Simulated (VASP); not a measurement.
# AlN in VASP: notebook, part 2 of 2

VASP 6.6.1.

### Step 3. Single point, LDA (zz strain of +2 %)

File INCAR:

```
SYSTEM = AlN
ALGO = Normal
EDIFF = 1E-7
ENCUT = 520
ISIF = 2
ISMEAR = -1
LASPH = .TRUE.
LCHARG = .TRUE.
LELF = .TRUE.
LREAL = .FALSE.
LVHAR = .TRUE.
LWAVE = .FALSE.
NBANDS = 11
NELM = 80
PREC = Accurate
SIGMA = 0.02
```

File KPOINTS:

```
k-points
0
G
  10 10 10
  0 0 0
```

File POSCAR:

```
AlN
1.0
    0.0000000000      1.9780000000      2.0175600000
    1.9780000000      0.0000000000      2.0175600000
    1.9780000000      1.9780000000      0.0000000000
Al N
1 1
Direct
    0.0000000000      0.0000000000      0.0000000000
    0.5000000000      0.5000000000      0.5000000000
```

Potentials or basis: VASP PAW LDA potentials, release 64 (Al, N).

Started as:

```
$ cat potpaw_LDA.64/Al/POTCAR potpaw_LDA.64/N/POTCAR > POTCAR
$ mpirun -np 1 vasp_std > vasp.out
```

OUTCAR:

```text
SYSTEM = AlN
   EDIFF = 1E-7
   ENCUT = 520
   ISIF = 2
   ISMEAR = -1
   LASPH = .TRUE.
   LREAL = .FALSE.
   NELM = 80
   PREC = Accurate

 ion  position               nearest neighbor table
   1  0.000  0.000  0.000-   2 1.98   2 1.98   2 1.98   2 1.98   2 2.02   2 2.02
   2  0.500  0.500  0.500-   1 1.98   1 1.98   1 1.98   1 1.98   1 2.02   1 2.02

  LATTYP: Found a body centered tetragonal cell.
 ALAT       =     2.7973144264
 C/A-ratio  =     1.4424978336

  Lattice vectors:

 A1 = (  -1.9780000000,   0.0000000000,   2.0175600000)
 A2 = (   1.9780000000,   0.0000000000,   2.0175600000)
 A3 = (   0.0000000000,   1.9780000000,  -2.0175600000)

Analysis of symmetry for initial positions (statically):
=====================================================================
 Subroutine PRICEL returns:
 Original cell was already a primitive cell.

 Routine SETGRP: Setting up the symmetry group for a
 body centered tetragonal supercell.

 Subroutine GETGRP returns: Found 16 space group operations
 (whereof 16 operations were pure point group operations)
 out of a pool of 16 trial point group operations.

The static configuration has the point symmetry D_4h.

Analysis of symmetry for dynamics (positions and initial velocities):
=====================================================================
 Subroutine PRICEL returns:
 Original cell was already a primitive cell.

 Routine SETGRP: Setting up the symmetry group for a
 body centered tetragonal supercell.

 Subroutine GETGRP returns: Found 16 space group operations
 (whereof 16 operations were pure point group operations)
 out of a pool of 16 trial point group operations.

The dynamic configuration has the point symmetry D_4h.

 Subroutine INISYM returns: Found 16 space group operations
 (whereof 16 operations are pure point group operations),
 and found     1 'primitive' translations

----------------------------------------------------------------------------------------

                                     Primitive cell

  volume of cell :      15.7873

  direct lattice vectors                    reciprocal lattice vectors
     0.000000000  1.978000000  2.017560000    -0.252780586  0.252780586  0.247824104
     1.978000000  0.000000000  2.017560000     0.252780586 -0.252780586  0.247824104
     1.978000000  1.978000000  0.000000000     0.252780586  0.252780586 -0.247824104

  length of vectors
     2.825426048  2.825426048  2.797314426     0.434986019  0.434986019  0.434986019

  position of ions in fractional coordinates (direct lattice)
     0.000000000  0.000000000  0.000000000
     0.500000000  0.500000000  0.500000000

  ion indices of the primitive-cell ions
   primitive index   ion index
                 1           1
                 2           2

----------------------------------------------------------------------------------------

 KPOINTS: k-points

Automatic generation of k-mesh.
 Grid dimensions read from file:
 generate k-points for:   10   10   10

 Generating k-lattice:

  Cartesian coordinates                     Fractional coordinates (reciprocal lattice)
    -0.025278059  0.025278059  0.024782410     0.100000000  0.000000000  0.000000000
     0.025278059 -0.025278059  0.024782410     0.000000000  0.100000000  0.000000000
     0.025278059  0.025278059 -0.024782410     0.000000000  0.000000000  0.100000000

  Length of vectors
     0.043498602  0.043498602  0.043498602

  Shift w.r.t. Gamma in fractional coordinates (k-lattice)
     0.000000000  0.000000000  0.000000000

 Subroutine IBZKPT returns following result:
 ===========================================

 Found    102 irreducible k-points:

 Following reciprocal coordinates:
            Coordinates               Weight
  0.000000  0.000000  0.000000      1.000000
  0.100000  0.000000  0.000000      8.000000
  0.200000  0.000000  0.000000      8.000000
  0.300000  0.000000  0.000000      8.000000
  0.400000  0.000000  0.000000      8.000000
  0.500000  0.000000  0.000000      4.000000
[... 16 lines left out ...]
  0.300000  0.300000  0.000000      2.000000
  0.400000  0.300000  0.000000      8.000000
 [... further k-points ...]
   k-points           NKPTS =    102   k-points in BZ     NKDIM =    102   number of bands    NBANDS=     11
   number of dos      NEDOS =    301   number of ions     NIONS =      2
   total plane-waves  NPLWV =  13824
   dimension x,y,z NGX =    24 NGY =   24 NGZ =   24
   dimension x,y,z NGXF=    48 NGYF=   48 NGZF=   48
   ions per type =               1   1
   NGX,Y,Z   is equivalent  to a cutoff of  14.12, 14.12, 14.26 a.u.
   NGXF,Y,Z  is equivalent  to a cutoff of  28.24, 28.24, 28.53 a.u.
 SYSTEM =  AlN
   PREC   = accura    normal or accurate (medium, high low for compatibility)
   ISTART =      0    job   : 0-new  1-cont  2-samecut
   ICHARG =      2    charge: 1-file 2-atom 10-const
   ISPIN  =      1    spin polarized calculation?
   LNONCOLLINEAR =      F non collinear calculations
   LSORBIT =      F    spin-orbit coupling
   LASPH  =      T    aspherical Exc in radial PAW
   ENCUT  =  520.0 eV  38.22 Ry    6.18 a.u.   5.25  5.25  5.20*2*pi/ulx,y,z
   NELM   =     80;   NELMIN=  2; NELMDL= -5     # of ELM steps
   EDIFF  = 0.1E-06   stopping-criterion for ELM
   LREAL  =      F    real-space projection
   EDIFFG = 0.1E-05   stopping-criterion for IOM
   NSW    =      0    number of steps for IOM
   IBRION =     -1    ionic relax: 0-MD 1-quasi-New 2-CG
   NFREE  =      0    steps in history (QN), initial steepest desc. (CG)
   ISIF   =      2    stress and relaxation
   ISYM   =      2    0-nonsym 1-usesym 2-fastsym
   POTIM  = 0.5000    time-step for ionic-motion
   TEBEG  =    0.0;   TEEND  =   0.0 temperature during run
   PSTRESS=    0.0 pullay stress
   NELECT =       8.0000    total number of electrons
   NUPDOWN=      -1.0000    fix difference up-down
   EMIN   =  10.00;   EMAX   =-10.00  energy-range for DOS
   EFERMI =   0.00;   METHOD = LEGACY
   ISMEAR =    -1;   SIGMA  =   0.02  broadening in eV -4-tet -1-fermi 0-gaus
   EFERMI_NEDOS =   21; number of points for ismear=-14 and -15
   IALGO  =     38    algorithm
   IMIX   =      4    mixing-type and parameters
     AMIX     =   0.40;   BMIX     =  1.00
     AMIX_MAG =   1.60;   BMIX_MAG =  1.00
  volume/ion in A,a.u.               =       7.89        53.27
  Fermi-wavevector in a.u.,A,eV,Ry     =   1.305174  2.466422 23.177249  1.703480
  Thomas-Fermi vector in A             =   2.436061
   LORBIT       =      0    0 simple, 1 ext, 2 COOP (PROOUT), +10 PAW based schemes
   GGA     = CA    functional components
   LHFCALC =     F    Hartree Fock is set to
   AEXX    =    0.0000 exact exchange contribution
   IVDW    =     0    specifies the selected vdW correction
   LEPSILON=     F    determine dielectric tensor
   LRPA    =     F    only Hartree local field effects (RPA)
 non-spin polarized calculation
  energy-cutoff  :      520.00
  volume of cell :       15.79
 maximum number of plane-waves:       444
 NGX is ok and might be reduce to    24
   NGX = 11   NGY = 11   NGZ = 11

 number of electron       7.9999999 magnetization

 Free energy of the ion-electron system (eV)
  ---------------------------------------------------
  ext. energy  EPLUGINS =         0.00000000
  ---------------------------------------------------
  free energy    TOTEN  =       -16.21775401 eV

  energy without entropy =      -16.21775401  energy(sigma->0) =      -16.21775401

 E-fermi :  10.7525     XC(G=0): -12.7886

 val. band max:       10.4058988525   @ k =   0.0000   0.0000   0.0000
 cond. band min:      15.1597181455   @ k =   0.5000   0.0000   0.5000
 fundamental gap:      4.7538192929
 Fermi energy:        10.7525140387

 k-point     1 :       0.0000    0.0000    0.0000
  band No.  band energies     occupation
      1      -7.5165      2.00000
      2      10.2691      2.00000
      3      10.2691      2.00000
      4      10.4059      2.00000
      5      16.7546      0.00000
      6      22.3010      0.00000
      7      22.5751      0.00000
      8      22.5751      0.00000
      9      27.8353      0.00000
     10      27.9590      0.00000
     11      28.6202      0.00000
[... 309 lines left out ...]
 k-point    24 :       0.4000    0.3000    0.0000
  band No.  band energies     occupation
      1      -4.3758      2.00000
      2       4.2835      2.00000
      3       7.4091      2.00000
      4       7.9988      2.00000
      5      16.6689      0.00000
      6      17.4264      0.00000
      7      22.8117      0.00000
      8      26.4404      0.00000
      9      27.2078      0.00000
     10      32.5744      0.00000
     11      35.3782      0.00000

 [... further k-points ...]
[... 5 lines left out ...]
  --------------------------------------------------------------------------------------
  -------------------------------------------------------------------------------------
  Total        0.9341294      0.9341294      0.2535813      0.0000000      0.0000000      0.0000000
  in kB       94.8000567     94.8000567     25.7346852      0.0000000      0.0000000      0.0000000
  external PRESSURE =      71.7782662 kB  Pullay stress =       0.0000000 kB

 VOLUME and BASIS-vectors are now :
 -----------------------------------------------------------------------------
  energy-cutoff  :      520.00
  volume of cell :       15.79
      direct lattice vectors                 reciprocal lattice vectors
     0.000000000  1.978000000  2.017560000    -0.252780586  0.252780586  0.247824104
     1.978000000  0.000000000  2.017560000     0.252780586 -0.252780586  0.247824104
     1.978000000  1.978000000  0.000000000     0.252780586  0.252780586 -0.247824104

 POSITION                                       TOTAL-FORCE (eV/Angst)
 -----------------------------------------------------------------------------------
      0.00000      0.00000      0.00000         0.000000      0.000000     -0.000000
      1.97800      1.97800      2.01756        -0.000000     -0.000000      0.000000
 -----------------------------------------------------------------------------------
    total drift:                               -0.000000     -0.000000      0.000000

  FREE ENERGIE OF THE ION-ELECTRON SYSTEM (eV)
  ---------------------------------------------------
  free  energy   TOTEN  =       -16.2177540096 eV

  energy  without entropy=      -16.2177540096  energy(sigma->0) =      -16.21775401
```

OSZICAR:

```text
N       E                     dE             d eps       ncg     rms          rms(c)
DAV:   1     0.756478451067E+01    0.75648E+01   -0.42065E+03  2332   0.629E+02
DAV:   2    -0.175743925463E+02   -0.25139E+02   -0.24387E+02  2703   0.129E+02
DAV:   3    -0.181478562453E+02   -0.57346E+00   -0.57264E+00  2688   0.167E+01
DAV:   4    -0.181495914978E+02   -0.17353E-02   -0.17351E-02  2523   0.113E+00
DAV:   5    -0.181496008463E+02   -0.93485E-05   -0.93484E-05  2639   0.777E-02    0.789E+00
DAV:   6    -0.162786502398E+02    0.18710E+01   -0.80783E+00  2388   0.149E+01    0.285E+00
DAV:   7    -0.162369881787E+02    0.41662E-01   -0.13697E-01  2586   0.256E+00    0.176E+00
DAV:   8    -0.162178505382E+02    0.19138E-01   -0.12985E-02  2334   0.105E+00    0.256E-01
DAV:   9    -0.162177531568E+02    0.97381E-04   -0.52030E-04  2610   0.132E-01    0.151E-01
DAV:  10    -0.162177543677E+02   -0.12109E-05   -0.18663E-05  2448   0.316E-02    0.247E-02
DAV:  11    -0.162177540184E+02    0.34929E-06   -0.55121E-07  2604   0.554E-03    0.475E-03
DAV:  12    -0.162177540096E+02    0.87286E-08   -0.33058E-08  1356   0.132E-03
   1 F= -.16217754E+02 E0= -.16217754E+02  d E =-.218980E-10
```

stdout:

```text
POSCAR found type information on POSCAR AlN
 POSCAR found :  2 types and       2 ions
 scaLAPACK will be used
 LDA part: xc-table for (Slater(with rela. corr.)+CA(PZ))
 , standard interpolation
 POSCAR, INCAR and KPOINTS ok, starting setup
 FFT: planning ... GRIDC
 FFT: planning ... GRID_SOFT
 FFT: planning ... GRID
 WAVECAR not read
 entering main loop
```

It took 15 s on 1 thread of Intel Xeon 8259CL, shared host; peak memory 0.13 GiB.

What came out:

```
Free energy            : -16.2178 eV
Pressure               : 7.2 GPa
Band gap on the k mesh : 4.75 eV, indirect (least direct gap 6.35 eV)
```

Caveat: the cell differs from its parent crystal (zz strain of +2 %). A k mesh can miss the band edges.
